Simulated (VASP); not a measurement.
The system is C.

```xyz
2
Lattice="0.0000 1.7801 1.7801 1.7801 0.0000 1.7801 1.7801 1.7801 0.0000" Properties=species:S:1:pos:R:3 pbc="T T T"
C     0.0000    0.0000    0.0000
C     0.8901    0.8901    0.8901
```

Base run:

- Program: VASP 6.6.1
- Functional: LDA
- Potentials or basis: VASP PAW LDA potentials, release 64 (C_h)
- Cutoff: 910 eV
- k mesh: 12 × 12 × 12
- Occupations: gaussian, width 0.01 eV
- Spin: no spin polarisation

Its results: band gap on the k mesh 4.14 eV, indirect (least direct gap 5.56 eV); pressure -10.2 GPa.

After a change of settings the same cell gave: band gap on the k mesh 4.14 eV, indirect (least direct gap 5.56 eV); pressure -9.3 GPa. Which change was it?
A. functional from LDA to r2SCAN; potentials or basis from VASP PAW LDA potentials, release 64 (C_h) to VASP PAW PBE potentials, release 64 (C); cutoff from 910 eV to 520 eV
B. potentials or basis from VASP PAW LDA potentials, release 64 (C_h) to VASP PAW LDA potentials, release 64 (C); cutoff from 910 eV to 520 eV
C. functional from LDA to r2SCAN; potentials or basis from VASP PAW LDA potentials, release 64 (C_h) to VASP PAW PBE potentials, release 64 (C_h)

B.

Caveats: the cutoff is under 1.25 times the usual one of these potentials, so pressure, stress and relaxed cells hold a basis-set (Pulay) error (some runs).
